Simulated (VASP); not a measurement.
# SiN2 (C222_1) in VASP: single point with r2SCAN

Aim: the single point of SiN2 with r2SCAN.

Everything below comes from runs of VASP 6.6.1. Logs are shortened: lines on timing, memory, paths and dates and some standing lists are left out, and cuts for length are marked.

## 1. The cell of the first run

The typed cell holds 12 atoms: a = 5.769 Å, b = 5.033 Å, c = 9.244 Å, α = 90.00°, β = 90.00°, γ = 124.97°.

## 2. Single point, r2SCAN

Input file POSCAR:

```
SiN2
1.0
    0.0000003268      5.7693431282      0.0000000000
    4.1243285683     -2.8846717978      0.0000000000
    0.0000000000      0.0000000000     -9.2438971675
Si N
4 8
Direct
    0.6878010569      0.3757463262      0.8229703351
    0.3121989431      0.6242536738      0.3229703351
    0.6879452693      0.3757463262      0.1770296649
    0.3120547307      0.6242536738      0.6770296649
    0.2841820391      0.5683640783      0.5000000000
    0.7158179609      0.4316359217      0.0000000000
    0.4999268828      0.0000000000      0.7500000000
    0.5000731172      0.0000000000      0.2500000000
    0.4998860679      0.4999714578      0.7500191432
    0.5001139321      0.5000285422      0.2500191432
    1.0000853899      0.4999714578      0.2499808568
   -0.0000853899      0.5000285422      0.7499808568
```

Input file INCAR.step1:

```
SYSTEM = SiN2
PREC = Accurate ; ENCUT = 520
ISMEAR = -1 ; SIGMA = 0.1
LREAL = .FALSE. ; LASPH = .TRUE.
NELM = 100 ; NBANDS = 40
GGA = PE ; ALGO = Normal
EDIFF = 1E-4 ; LWAVE = .TRUE.
LCHARG = .FALSE.
```

Input file INCAR.step2:

```
SYSTEM = SiN2
PREC = Accurate ; ENCUT = 520
EDIFF = 1E-6 ; ISMEAR = -1
SIGMA = 0.1 ; LREAL = .FALSE.
LASPH = .TRUE. ; NELM = 100
ALGO = Normal ; ISIF = 2
LWAVE = .FALSE. ; LCHARG = .FALSE.
METAGGA = R2SCAN ; LMIXTAU = .TRUE.
NBANDS = 40 ; ISTART = 1
```

Input file KPOINTS:

```
Automatic mesh
0
G
  5 5 3
  0 0 0
```

Potentials or basis: VASP PAW PBE potentials, release 64 (Si, N).

The run is started by

```sh
$ cat potpaw_PBE.64/Si/POTCAR potpaw_PBE.64/N/POTCAR > POTCAR
$ cp INCAR.step1 INCAR
$ mpirun -np 1 vasp_std > vasp.out
$ cp INCAR.step2 INCAR
$ mpirun -np 1 vasp_std > vasp.out
```

OUTCAR:

```text
SYSTEM = SiN2
   PREC = Accurate
   ENCUT = 520
   EDIFF = 1E-6
   ISMEAR = -1
   LREAL = .FALSE.
   LASPH = .TRUE.
   NELM = 100
   ISIF = 2
   METAGGA = R2SCAN
   ISTART = 1

 ion  position               nearest neighbor table
   1  0.688  0.376  0.823-   6 1.65  12 1.67   9 1.67   7 1.69
   2  0.312  0.624  0.323-   5 1.65  11 1.67  10 1.67   8 1.69
   3  0.688  0.376  0.177-   6 1.65  10 1.67  11 1.67   8 1.69
   4  0.312  0.624  0.677-   5 1.65   9 1.67  12 1.67   7 1.69
   5  0.284  0.568  0.500-   4 1.65   2 1.65
   6  0.716  0.432  0.000-   3 1.65   1 1.65
   7  0.500  0.000  0.750-   1 1.69   4 1.69
   8  0.500  0.000  0.250-   2 1.69   3 1.69
   9  0.500  0.500  0.750-   4 1.67   1 1.67
  10  0.500  0.500  0.250-   3 1.67   2 1.67
  11  0.000  0.500  0.250-   2 1.67   3 1.67
  12  1.000  0.500  0.750-   1 1.67   4 1.67

  Warning from LATTYP: Monoclinic adjustment (A1->A3, A2->A1, A3->A2)!
  LATTYP: Found a base centered orthorhombic cell.
 ALAT       =     5.7693431282
 B/A-ratio  =     1.4297394487
 C/A-ratio  =     1.6022443044

  Lattice vectors:

 A1 = (  -4.1243285683,   2.8846717978,   0.0000000000)
 A2 = (   4.1243288951,   2.8846713304,   0.0000000000)
 A3 = (   0.0000000000,   0.0000000000,  -9.2438971675)

Analysis of symmetry for initial positions (statically):
=====================================================================
 Subroutine PRICEL returns:
 Original cell was already a primitive cell.

 Routine SETGRP: Setting up the symmetry group for a
 base centered orthorhombic supercell.

 Subroutine GETGRP returns: Found  4 space group operations
 (whereof  2 operations were pure point group operations)
 out of a pool of  8 trial point group operations.

The static configuration has the point symmetry C_2 .
 The point group associated with its full space group is D_2 .

Analysis of symmetry for dynamics (positions and initial velocities):
=====================================================================
 Subroutine PRICEL returns:
 Original cell was already a primitive cell.

 Routine SETGRP: Setting up the symmetry group for a
 base centered orthorhombic supercell.

 Subroutine GETGRP returns: Found  4 space group operations
 (whereof  2 operations were pure point group operations)
 out of a pool of  8 trial point group operations.

The dynamic configuration has the point symmetry C_2 .
 The point group associated with its full space group is D_2 .

 Subroutine INISYM returns: Found  4 space group operations
 (whereof  2 operations are pure point group operations),
 and found     1 'primitive' translations

----------------------------------------------------------------------------------------

                                     Primitive cell

  volume of cell :     219.9555

  direct lattice vectors                    reciprocal lattice vectors
     0.000000327  5.769343128  0.000000000     0.121231859  0.173329951  0.000000000
     4.124328568 -2.884671798  0.000000000     0.242463699 -0.000000014  0.000000000
     0.000000000  0.000000000 -9.243897168     0.000000000  0.000000000 -0.108179481

  length of vectors
     5.769343128  5.033032637  9.243897168     0.211519350  0.242463699  0.108179481

  position of ions in fractional coordinates (direct lattice)
     0.687801057  0.375746326  0.822970335
     0.312198943  0.624253674  0.322970335
     0.687945269  0.375746326  0.177029665
     0.312054731  0.624253674  0.677029665
     0.284182039  0.568364078  0.500000000
     0.715817961  0.431635922  0.000000000
     0.499926883  1.000000000  0.750000000
     0.500073117  1.000000000  0.250000000
     0.499886068  0.499971458  0.750019143
     0.500113932  0.500028542  0.250019143
     0.000085390  0.499971458  0.249980857
     0.999914610  0.500028542  0.749980857

  ion indices of the primitive-cell ions
   primitive index   ion index
                 1           1
                 2           2
                 3           3
                 4           4
                 5           5
                 6           6
                 7           7
                 8           8
                 9           9
                10          10
                11          11
                12          12

----------------------------------------------------------------------------------------

 KPOINTS: Automatic mesh

Automatic generation of k-mesh.
 Grid dimensions read from file:
 generate k-points for:    5    5    3

 Generating k-lattice:

  Cartesian coordinates                     Fractional coordinates (reciprocal lattice)
     0.024246372  0.034665990  0.000000000     0.200000000  0.000000000  0.000000000
     0.048492740 -0.000000003  0.000000000    -0.000000000  0.200000000  0.000000000
     0.000000000  0.000000000 -0.036059827     0.000000000  0.000000000  0.333333333

  Length of vectors
     0.042303870  0.048492740  0.036059827

  Shift w.r.t. Gamma in fractional coordinates (k-lattice)
     0.000000000  0.000000000  0.000000000

 Subroutine IBZKPT returns following result:
 ===========================================

 Found     18 irreducible k-points:

 Following reciprocal coordinates:
            Coordinates               Weight
  0.000000  0.000000  0.000000      1.000000
  0.200000 -0.000000  0.000000      4.000000
  0.400000 -0.000000  0.000000      4.000000
  0.000000  0.200000  0.000000      2.000000
  0.200000  0.200000  0.000000      4.000000
  0.400000  0.200000  0.000000      4.000000
[... 10 lines left out ...]
  0.000000  0.400000  0.333333      4.000000
  0.200000  0.400000  0.333333      4.000000
   k-points           NKPTS =     18   k-points in BZ     NKDIM =     18   number of bands    NBANDS=     40
   number of dos      NEDOS =    301   number of ions     NIONS =     12
   total plane-waves  NPLWV = 134400
   dimension x,y,z NGX =    48 NGY =   40 NGZ =   70
   dimension x,y,z NGXF=    96 NGYF=   80 NGZF=  140
   ions per type =               4   8
   NGX,Y,Z   is equivalent  to a cutoff of  13.83, 13.21, 12.59 a.u.
   NGXF,Y,Z  is equivalent  to a cutoff of  27.66, 26.42, 25.18 a.u.
 SYSTEM =  SiN2
   PREC   = accura    normal or accurate (medium, high low for compatibility)
   ISTART =      1    job   : 0-new  1-cont  2-samecut
   ICHARG =      0    charge: 1-file 2-atom 10-const
   ISPIN  =      1    spin polarized calculation?
   LNONCOLLINEAR =      F non collinear calculations
   LSORBIT =      F    spin-orbit coupling
   LASPH  =      T    aspherical Exc in radial PAW
   ENCUT  =  520.0 eV  38.22 Ry    6.18 a.u.  10.73  9.36 17.19*2*pi/ulx,y,z
   NELM   =    100;   NELMIN=  2; NELMDL=  0     # of ELM steps
   EDIFF  = 0.1E-05   stopping-criterion for ELM
   LREAL  =      F    real-space projection
   EDIFFG = 0.1E-04   stopping-criterion for IOM
   NSW    =      0    number of steps for IOM
   IBRION =     -1    ionic relax: 0-MD 1-quasi-New 2-CG
   NFREE  =      0    steps in history (QN), initial steepest desc. (CG)
   ISIF   =      2    stress and relaxation
   ISYM   =      2    0-nonsym 1-usesym 2-fastsym
   POTIM  = 0.5000    time-step for ionic-motion
   TEBEG  =    0.0;   TEEND  =   0.0 temperature during run
   PSTRESS=    0.0 pullay stress
   NELECT =      56.0000    total number of electrons
   NUPDOWN=      -1.0000    fix difference up-down
   EMIN   =  10.00;   EMAX   =-10.00  energy-range for DOS
   EFERMI =   0.00;   METHOD = LEGACY
   ISMEAR =    -1;   SIGMA  =   0.10  broadening in eV -4-tet -1-fermi 0-gaus
   EFERMI_NEDOS =   21; number of points for ismear=-14 and -15
   IALGO  =     38    algorithm
   IMIX   =      4    mixing-type and parameters
     AMIX     =   0.40;   BMIX     =  1.00
     AMIX_MAG =   1.60;   BMIX_MAG =  1.00
  volume/ion in A,a.u.               =      18.33       123.69
  Fermi-wavevector in a.u.,A,eV,Ry     =   1.037590  1.960761 14.647947  1.076594
  Thomas-Fermi vector in A             =   2.172035
   LORBIT       =      0    0 simple, 1 ext, 2 COOP (PROOUT), +10 PAW based schemes
   METAGGA = R2SCAN    functional components
   LHFCALC =     F    Hartree Fock is set to
   AEXX    =    0.0000 exact exchange contribution
   IVDW    =     0    specifies the selected vdW correction
   LEPSILON=     F    determine dielectric tensor
   LRPA    =     F    only Hartree local field effects (RPA)
 non-spin polarized calculation
  energy-cutoff  :      520.00
  volume of cell :      219.96
 maximum number of plane-waves:      5967
 NGX is ok and might be reduce to    48
   NGX = 21   NGY = 19   NGZ = 35

 number of electron      55.9999989 magnetization

 Free energy of the ion-electron system (eV)
  ---------------------------------------------------
  ext. energy  EPLUGINS =         0.00000000
  ---------------------------------------------------
  free energy    TOTEN  =      -104.18847202 eV

  energy without entropy =     -103.97070493  energy(sigma->0) =     -104.07958848

 E-fermi :  -0.5936     XC(G=0):  -7.9448

 val. band max:       -0.6360706992   @ k =   0.2000   0.2000   0.0000
 cond. band min:      -0.5835706426   @ k =   0.2000   0.2000   0.3333
 fundamental gap:      0.0525000566
 Fermi energy:        -0.5935714390

 k-point     1 :       0.0000    0.0000    0.0000
  band No.  band energies     occupation
      1     -17.7383      2.00000
      2     -17.4069      2.00000
      3     -15.6891      2.00000
      4     -15.0199      2.00000
      5     -14.9944      2.00000
      6     -14.9773      2.00000
[... 32 lines left out ...]
     39       8.4715      0.00000
     40       8.6543      0.00000

 k-point     2 :       0.2000   -0.0000    0.0000
  band No.  band energies     occupation
      1     -17.6125      2.00000
      2     -17.2727      2.00000
      3     -15.9233      2.00000
      4     -15.2355      2.00000
      5     -14.9927      2.00000
      6     -14.9384      2.00000
[... 681 lines left out ...]
  band No.  band energies     occupation
      1     -16.8596      2.00000
      2     -16.7386      2.00000
      3     -16.3327      2.00000
      4     -16.2854      2.00000
      5     -14.9610      2.00000
      6     -14.9374      2.00000
[... 32 lines left out ...]
     39       9.1705      0.00000
     40       9.4020      0.00000

------------------------ aborting loop because EDIFF is reached ----------------------------------------

  FORCE on cell =-STRESS in cart. coord.  units (eV):
  Direction    XX          YY          ZZ          XY          YZ          ZX
  --------------------------------------------------------------------------------------
  -------------------------------------------------------------------------------------
  Total       -0.1580582     -0.3690211     -0.3529539     -0.0000000      0.0000000      0.0000000
  in kB       -1.1513118     -2.6879865     -2.5709512     -0.0000001      0.0000000      0.0000000
  external PRESSURE =      -2.1367498 kB  Pullay stress =       0.0000000 kB

 VOLUME and BASIS-vectors are now :
 -----------------------------------------------------------------------------
  energy-cutoff  :      520.00
  volume of cell :      219.96
      direct lattice vectors                 reciprocal lattice vectors
     0.000000327  5.769343128  0.000000000     0.121231859  0.173329951  0.000000000
     4.124328568 -2.884671798  0.000000000     0.242463699 -0.000000014  0.000000000
     0.000000000  0.000000000 -9.243897168     0.000000000  0.000000000 -0.108179481

 POSITION                                       TOTAL-FORCE (eV/Angst)
 -----------------------------------------------------------------------------------
      1.54970      2.88426     -7.60745         0.009187     -0.001207      0.002724
      2.57463      0.00042     -2.98550        -0.009187      0.001207      0.002724
      1.54970      2.88509     -1.63644         0.009187      0.001207     -0.002724
      2.57463     -0.00042     -6.25839        -0.009187     -0.001207     -0.002724
      2.34412     -0.00000     -4.62195         0.009784     -0.000000      0.000000
      1.78021      2.88467      0.00000        -0.009784      0.000000      0.000000
      0.00000      2.88425     -6.93292        -0.000000     -0.000140      0.000000
      0.00000      2.88509     -2.31097         0.000000      0.000140      0.000000
      2.06205      1.44176     -6.93310        -0.000362      0.001567     -0.000902
      2.06228      1.44291     -2.31115         0.000362     -0.001567     -0.000902
      2.06205     -1.44176     -2.31080        -0.000362     -0.001567      0.000902
      2.06228      4.32643     -6.93275         0.000362      0.001567      0.000902
 -----------------------------------------------------------------------------------
    total drift:                                0.000000      0.000000     -0.000000

  FREE ENERGIE OF THE ION-ELECTRON SYSTEM (eV)
  ---------------------------------------------------
  free  energy   TOTEN  =      -104.1884720170 eV

  energy  without entropy=     -103.9707049333  energy(sigma->0) =     -104.07958848
```

Run time: 28 min. Hardware: 1 thread of AMD EPYC 7R43 (Zen 3), shared host; peak memory 0.37 GiB.

What came out:

* Free energy: -104.1885 eV
* Pressure: -0.2 GPa
* Largest force: 0.010 eV/Å
* Band gap on the k mesh: zero (bands 28 and 29 overlap by 1.21 eV)

Forces in eV/Å, atoms in the order of the input:
```
Si   0.009 -0.001  0.003
Si  -0.009  0.001  0.003
Si   0.009  0.001 -0.003
Si  -0.009 -0.001 -0.003
N    0.010  0.000  0.000
N   -0.010  0.000  0.000
N    0.000  0.000  0.000
N    0.000  0.000  0.000
N    0.000  0.002 -0.001
N    0.000 -0.002 -0.001
N    0.000 -0.002  0.001
N    0.000  0.002  0.001
```

Levels at points of the mesh, in eV from the Fermi level:
| k point | band 26 | band 27 | band 28 | band 29 | band 30 | band 31 |
| --- | --- | --- | --- | --- | --- | --- |
| (0.00, 0.00, 0.00) | -0.78 | -0.30 | 0.83 | 0.97 | 1.20 | 1.64 |

Caveat: the PAW data sets were made with another functional, which shifts forces and pressure a little.
